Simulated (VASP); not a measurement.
# GaN (F-43m) in VASP: notebook

Aim: see how the results for GaN move with the level of theory and the settings. Levels: revPBE, BLYP+D3(BJ). Tasks: single point.

Program: VASP 6.6.1. These are calculated values, not measurements. Logs are shortened: lines on timing, memory, paths and dates and some standing lists are left out, and cuts for length are marked.

## Step 1: The cell of the first run

The structure is cubic, space group F-43m (No. 216). Conventional cell: a = 4.415 Å, b = 4.415 Å, c = 4.415 Å, α = 90.00°, β = 90.00°, γ = 90.00°. Ga (site symmetry -43m) has 4 N at 1.91 Å within 2.5 Å. N (site symmetry -43m) has 4 Ga at 1.91 Å within 2.5 Å.

## Step 2: Single point, revPBE

File INCAR:

```
SYSTEM = GaN
ALGO     = Normal         ! electronic algorithm
EDIFF    = 1E-7           ! SCF threshold, eV
ENCUT    = 520            ! plane-wave cutoff, eV
GGA      = RE             ! functional
ISIF     = 2              ! what is computed and relaxed
ISMEAR   = -1             ! smearing method
LASPH    = .TRUE.         ! aspherical terms in the spheres
LCHARG   = .TRUE.         ! write CHGCAR
LELF     = .TRUE.         ! ELF
LREAL    = .FALSE.        ! projectors in reciprocal space
LVHAR    = .TRUE.       
LWAVE    = .FALSE.        ! write WAVECAR
NBANDS   = 16             ! bands
NELM     = 60             ! most SCF steps
PREC     = Accurate       ! precision mode
SIGMA    = 0.05           ! smearing width, eV
```

File KPOINTS:

```
k-points
0
G
  10 10 10
  0 0 0
```

File POSCAR:

```
GaN
1.0
    0.0000000000      2.2074978911      2.2074978911
    2.2074978911      0.0000000000      2.2074978911
    2.2074978911      2.2074978911      0.0000000000
Ga N
1 1
Direct
    0.0000000000      0.0000000000      0.0000000000
    0.2500000000      0.2500000000      0.2500000000
```

Potentials or basis: VASP PAW PBE potentials, release 64 (Ga_d, N).

On the command line:

```bash
$ cat potpaw_PBE.64/Ga_d/POTCAR potpaw_PBE.64/N/POTCAR > POTCAR
$ mpirun -np 1 vasp_std > vasp.out
```

OUTCAR:

```text
SYSTEM = GaN
   EDIFF = 1E-7
   ENCUT = 520
   GGA = RE
   ISIF = 2
   ISMEAR = -1
   LASPH = .TRUE.
   LREAL = .FALSE.
   NELM = 60
   PREC = Accurate

 ion  position               nearest neighbor table
   1  0.000  0.000  0.000-   2 1.91   2 1.91   2 1.91   2 1.91
   2  0.250  0.250  0.250-   1 1.91   1 1.91   1 1.91   1 1.91

  LATTYP: Found a face centered cubic cell.
 ALAT       =     4.4149957822

  Lattice vectors:

 A1 = (   0.0000000000,   2.2074978911,   2.2074978911)
 A2 = (   2.2074978911,   0.0000000000,   2.2074978911)
 A3 = (   2.2074978911,   2.2074978911,   0.0000000000)

Analysis of symmetry for initial positions (statically):
=====================================================================
 Subroutine PRICEL returns:
 Original cell was already a primitive cell.

 Routine SETGRP: Setting up the symmetry group for a
 face centered cubic supercell.

 Subroutine GETGRP returns: Found 24 space group operations
 (whereof 24 operations were pure point group operations)
 out of a pool of 48 trial point group operations.

The static configuration has the point symmetry T_d .

Analysis of symmetry for dynamics (positions and initial velocities):
=====================================================================
 Subroutine PRICEL returns:
 Original cell was already a primitive cell.

 Routine SETGRP: Setting up the symmetry group for a
 face centered cubic supercell.

 Subroutine GETGRP returns: Found 24 space group operations
 (whereof 24 operations were pure point group operations)
 out of a pool of 48 trial point group operations.

The dynamic configuration has the point symmetry T_d .

 Subroutine INISYM returns: Found 24 space group operations
 (whereof 24 operations are pure point group operations),
 and found     1 'primitive' translations

----------------------------------------------------------------------------------------

                                     Primitive cell

  volume of cell :      21.5145

  direct lattice vectors                    reciprocal lattice vectors
     0.000000000  2.207497891  2.207497891    -0.226500783  0.226500783  0.226500783
     2.207497891  0.000000000  2.207497891     0.226500783 -0.226500783  0.226500783
     2.207497891  2.207497891  0.000000000     0.226500783  0.226500783 -0.226500783

  length of vectors
     3.121873457  3.121873457  3.121873457     0.392310863  0.392310863  0.392310863

  position of ions in fractional coordinates (direct lattice)
     0.000000000  0.000000000  0.000000000
     0.250000000  0.250000000  0.250000000

  ion indices of the primitive-cell ions
   primitive index   ion index
                 1           1
                 2           2

----------------------------------------------------------------------------------------

 KPOINTS: k-points

Automatic generation of k-mesh.
 Grid dimensions read from file:
 generate k-points for:   10   10   10

 Generating k-lattice:

  Cartesian coordinates                     Fractional coordinates (reciprocal lattice)
    -0.022650078  0.022650078  0.022650078     0.100000000  0.000000000  0.000000000
     0.022650078 -0.022650078  0.022650078     0.000000000  0.100000000  0.000000000
     0.022650078  0.022650078 -0.022650078     0.000000000  0.000000000  0.100000000

  Length of vectors
     0.039231086  0.039231086  0.039231086

  Shift w.r.t. Gamma in fractional coordinates (k-lattice)
     0.000000000  0.000000000  0.000000000

 Subroutine IBZKPT returns following result:
 ===========================================

 Found     47 irreducible k-points:

 Following reciprocal coordinates:
            Coordinates               Weight
  0.000000  0.000000  0.000000      1.000000
  0.100000  0.000000  0.000000      8.000000
  0.200000  0.000000  0.000000      8.000000
  0.300000  0.000000  0.000000      8.000000
  0.400000  0.000000  0.000000      8.000000
  0.500000  0.000000  0.000000      4.000000
[... 16 lines left out ...]
  0.300000  0.300000  0.000000      6.000000
  0.400000  0.300000  0.000000     24.000000
 [... further k-points ...]
   k-points           NKPTS =     47   k-points in BZ     NKDIM =     47   number of bands    NBANDS=     16
   number of dos      NEDOS =    301   number of ions     NIONS =      2
   total plane-waves  NPLWV =  13824
   dimension x,y,z NGX =    24 NGY =   24 NGZ =   24
   dimension x,y,z NGXF=    48 NGYF=   48 NGZF=   48
   ions per type =               1   1
   NGX,Y,Z   is equivalent  to a cutoff of  12.78, 12.78, 12.78 a.u.
   NGXF,Y,Z  is equivalent  to a cutoff of  25.56, 25.56, 25.56 a.u.
 SYSTEM =  GaN
   PREC   = accura    normal or accurate (medium, high low for compatibility)
   ISTART =      0    job   : 0-new  1-cont  2-samecut
   ICHARG =      2    charge: 1-file 2-atom 10-const
   ISPIN  =      1    spin polarized calculation?
   LNONCOLLINEAR =      F non collinear calculations
   LSORBIT =      F    spin-orbit coupling
   LASPH  =      T    aspherical Exc in radial PAW
   ENCUT  =  520.0 eV  38.22 Ry    6.18 a.u.   5.80  5.80  5.80*2*pi/ulx,y,z
   NELM   =     60;   NELMIN=  2; NELMDL= -5     # of ELM steps
   EDIFF  = 0.1E-06   stopping-criterion for ELM
   LREAL  =      F    real-space projection
   EDIFFG = 0.1E-05   stopping-criterion for IOM
   NSW    =      0    number of steps for IOM
   IBRION =     -1    ionic relax: 0-MD 1-quasi-New 2-CG
   NFREE  =      0    steps in history (QN), initial steepest desc. (CG)
   ISIF   =      2    stress and relaxation
   ISYM   =      2    0-nonsym 1-usesym 2-fastsym
   POTIM  = 0.5000    time-step for ionic-motion
   TEBEG  =    0.0;   TEEND  =   0.0 temperature during run
   PSTRESS=    0.0 pullay stress
   NELECT =      18.0000    total number of electrons
   NUPDOWN=      -1.0000    fix difference up-down
   EMIN   =  10.00;   EMAX   =-10.00  energy-range for DOS
   EFERMI =   0.00;   METHOD = LEGACY
   ISMEAR =    -1;   SIGMA  =   0.05  broadening in eV -4-tet -1-fermi 0-gaus
   EFERMI_NEDOS =   21; number of points for ismear=-14 and -15
   IALGO  =     38    algorithm
   IMIX   =      4    mixing-type and parameters
     AMIX     =   0.40;   BMIX     =  1.00
     AMIX_MAG =   1.60;   BMIX_MAG =  1.00
  volume/ion in A,a.u.               =      10.76        72.59
  Fermi-wavevector in a.u.,A,eV,Ry     =   1.542607  2.915105 32.376929  2.379637
  Thomas-Fermi vector in A             =   2.648388
   LORBIT       =      0    0 simple, 1 ext, 2 COOP (PROOUT), +10 PAW based schemes
   GGA     = RE    functional components
   LHFCALC =     F    Hartree Fock is set to
   AEXX    =    0.0000 exact exchange contribution
   IVDW    =     0    specifies the selected vdW correction
   LEPSILON=     F    determine dielectric tensor
   LRPA    =     F    only Hartree local field effects (RPA)
 non-spin polarized calculation
  energy-cutoff  :      520.00
  volume of cell :       21.51
 maximum number of plane-waves:       589
   NGX = 11   NGY = 11   NGZ = 11

 number of electron      18.0000008 magnetization

 Free energy of the ion-electron system (eV)
  ---------------------------------------------------
  ext. energy  EPLUGINS =         0.00000000
  ---------------------------------------------------
  free energy    TOTEN  =       -11.31260428 eV

  energy without entropy =      -11.31260428  energy(sigma->0) =      -11.31260428

 E-fermi :   7.0439     XC(G=0): -11.8636

 val. band max:        6.0757555111   @ k =   0.0000   0.0000   0.0000
 cond. band min:       8.2375204319   @ k =   0.0000   0.0000   0.0000
 fundamental gap:      2.1617649209
 Fermi energy:         7.0438891653

 k-point     1 :       0.0000    0.0000    0.0000
  band No.  band energies     occupation
      1     -10.4367      2.00000
      2      -7.4345      2.00000
      3      -7.4345      2.00000
      4      -7.4345      2.00000
      5      -7.0467      2.00000
      6      -7.0467      2.00000
[... 8 lines left out ...]
     15      25.4690      0.00000
     16      25.4690      0.00000

 k-point     2 :       0.1000    0.0000    0.0000
  band No.  band energies     occupation
      1     -10.3137      2.00000
      2      -7.4183      2.00000
      3      -7.4183      2.00000
      4      -7.3995      2.00000
      5      -7.0483      2.00000
      6      -7.0483      2.00000
[... 8 lines left out ...]
     15      24.0951      0.00000
     16      24.2302      0.00000

 k-point     3 :       0.2000    0.0000    0.0000
  band No.  band energies     occupation
      1      -9.9958      2.00000
      2      -7.3805      2.00000
      3      -7.3805      2.00000
      4      -7.2476      2.00000
      5      -7.0471      2.00000
      6      -7.0471      2.00000
[... 8 lines left out ...]
     15      23.3053      0.00000
     16      23.3053      0.00000

 k-point     4 :       0.3000    0.0000    0.0000
  band No.  band energies     occupation
      1      -9.6365      2.00000
      2      -7.3468      2.00000
      3      -7.3468      2.00000
      4      -7.0313      2.00000
      5      -7.0313      2.00000
      6      -6.8594      2.00000
[... 8 lines left out ...]
     15      23.8734      0.00000
     16      23.8734      0.00000
[... 324 lines left out ...]
 k-point    22 :      -0.2000    0.2000    0.0000
  band No.  band energies     occupation
      1      -9.5251      2.00000
      2      -7.3279      2.00000
      3      -7.3100      2.00000
      4      -7.0774      2.00000
      5      -7.0739      2.00000
      6      -6.6633      2.00000
[... 8 lines left out ...]
     15      24.1949      0.00000
     16      27.4828      0.00000

 k-point    23 :       0.3000    0.3000    0.0000
  band No.  band energies     occupation
      1      -9.4169      2.00000
      2      -7.2765      2.00000
      3      -7.2074      2.00000
      4      -7.2074      2.00000
      5      -6.9872      2.00000
      6      -6.6679      2.00000
[... 8 lines left out ...]
     15      28.7225      0.00000
     16      29.6484      0.00000

 k-point    24 :       0.4000    0.3000    0.0000
  band No.  band energies     occupation
      1      -9.2576      2.00000
      2      -7.2921      2.00000
      3      -7.1663      2.00000
      4      -7.1652      2.00000
      5      -6.9752      2.00000
      6      -6.2072      2.00000
[... 8 lines left out ...]
     15      29.2042      0.00000
     16      29.4738      0.00000

 [... further k-points ...]

------------------------ aborting loop because EDIFF is reached ----------------------------------------

  FORCE on cell =-STRESS in cart. coord.  units (eV):
  Direction    XX          YY          ZZ          XY          YZ          ZX
  --------------------------------------------------------------------------------------
  -------------------------------------------------------------------------------------
  Total        2.9126978      2.9126978      2.9126978      0.0000000      0.0000000      0.0000000
  in kB      216.9077790    216.9077790    216.9077790      0.0000000      0.0000000      0.0000000
  external PRESSURE =     216.9077790 kB  Pullay stress =       0.0000000 kB

 VOLUME and BASIS-vectors are now :
 -----------------------------------------------------------------------------
  energy-cutoff  :      520.00
  volume of cell :       21.51
      direct lattice vectors                 reciprocal lattice vectors
     0.000000000  2.207497891  2.207497891    -0.226500783  0.226500783  0.226500783
     2.207497891  0.000000000  2.207497891     0.226500783 -0.226500783  0.226500783
     2.207497891  2.207497891  0.000000000     0.226500783  0.226500783 -0.226500783

 POSITION                                       TOTAL-FORCE (eV/Angst)
 -----------------------------------------------------------------------------------
      0.00000      0.00000      0.00000         0.000000      0.000000      0.000000
      1.10375      1.10375      1.10375        -0.000000     -0.000000     -0.000000
 -----------------------------------------------------------------------------------
    total drift:                                0.000001      0.000001      0.000001

  FREE ENERGIE OF THE ION-ELECTRON SYSTEM (eV)
  ---------------------------------------------------
  free  energy   TOTEN  =       -11.3126042824 eV

  energy  without entropy=      -11.3126042824  energy(sigma->0) =      -11.31260428
```

Wall time 7.4 s (1 thread of Intel Xeon 6975P-C, shared host); peak memory 0.14 GiB.

What came out:

| Item | Value |
| --- | --- |
| Free energy | -11.3126 eV |
| Pressure | 21.7 GPa |
| Band gap on the k mesh | 2.16 eV, direct |

Caveat: the PAW data sets were made with another functional, which shifts forces and pressure a little.

## Step 3: Single point, revPBE

This run uses another cell than the first one, of 10.99 Å³/atom, 1.021 times its volume.

File INCAR:

```
SYSTEM = GaN
PREC = Accurate ; ENCUT = 520
EDIFF = 1E-6 ; ISMEAR = -1
SIGMA = 0.05 ; LREAL = .FALSE.
LASPH = .TRUE. ; NELM = 80
ALGO = Normal ; ISIF = 2
LWAVE = .FALSE. ; LCHARG = .FALSE.
GGA = RE ; NBANDS = 16
```

File KPOINTS:

```
regular mesh
0
G
  10 10 10
  0 0 0
```

File POSCAR:

```
GaN
1.0
    0.0000000000      2.2230441631      2.2230441631
    2.2230441631      0.0000000000      2.2230441631
    2.2230441631      2.2230441631      0.0000000000
Ga N
1 1
Direct
    0.0000000000      0.0000000000      0.0000000000
    0.2500000000      0.2500000000      0.2500000000
```

Potentials or basis: VASP PAW PBE potentials, release 64 (Ga_d, N).

On the command line:

```bash
$ cat potpaw_PBE.64/Ga_d/POTCAR potpaw_PBE.64/N/POTCAR > POTCAR
$ mpirun -np 1 vasp_std > vasp.out
```

OUTCAR:

```text
SYSTEM = GaN
   PREC = Accurate
   ENCUT = 520
   EDIFF = 1E-6
   ISMEAR = -1
   LREAL = .FALSE.
   LASPH = .TRUE.
   NELM = 80
   ISIF = 2
   GGA = RE

 ion  position               nearest neighbor table
   1  0.000  0.000  0.000-   2 1.93   2 1.93   2 1.93   2 1.93
   2  0.250  0.250  0.250-   1 1.93   1 1.93   1 1.93   1 1.93

  LATTYP: Found a face centered cubic cell.
 ALAT       =     4.4460883262

  Lattice vectors:

 A1 = (   0.0000000000,   2.2230441631,   2.2230441631)
[... 624 lines left out ...]
      3      -7.3979      2.00000
      4      -7.3972      2.00000
      5      -7.2196      2.00000
      6      -6.4240      2.00000
[... 8 lines left out ...]
     15      28.7301      0.00000
     16      28.8797      0.00000

 [... further k-points ...]
[... 5 lines left out ...]
  --------------------------------------------------------------------------------------
  -------------------------------------------------------------------------------------
  Total        2.2821409      2.2821409      2.2821409     -0.0000000      0.0000000      0.0000000
  in kB      166.4097510    166.4097510    166.4097510     -0.0000000      0.0000000      0.0000000
  external PRESSURE =     166.4097510 kB  Pullay stress =       0.0000000 kB

 VOLUME and BASIS-vectors are now :
 -----------------------------------------------------------------------------
  energy-cutoff  :      520.00
  volume of cell :       21.97
      direct lattice vectors                 reciprocal lattice vectors
     0.000000000  2.223044163  2.223044163    -0.224916809  0.224916809  0.224916809
     2.223044163  0.000000000  2.223044163     0.224916809 -0.224916809  0.224916809
     2.223044163  2.223044163  0.000000000     0.224916809  0.224916809 -0.224916809

 POSITION                                       TOTAL-FORCE (eV/Angst)
 -----------------------------------------------------------------------------------
      0.00000      0.00000      0.00000        -0.000000      0.000000     -0.000000
      1.11152      1.11152      1.11152         0.000000     -0.000000      0.000000
 -----------------------------------------------------------------------------------
    total drift:                                0.000001      0.000001      0.000001

  FREE ENERGIE OF THE ION-ELECTRON SYSTEM (eV)
  ---------------------------------------------------
  free  energy   TOTEN  =       -11.3674924962 eV

  energy  without entropy=      -11.3674924961  energy(sigma->0) =      -11.36749250
```

It took 7.6 s on 1 thread of Intel Xeon 6975P-C, shared host; peak memory 0.14 GiB.

Results:

- Free energy: -11.3675 eV
- Pressure: 16.6 GPa
- Band gap on the k mesh: 2.03 eV, direct

Caveat: the PAW data sets were made with another functional, which shifts forces and pressure a little. Expect the measured gap to be larger: semilocal functionals such as revPBE lack the derivative discontinuity.

(Part 1 of 2 ends here.)
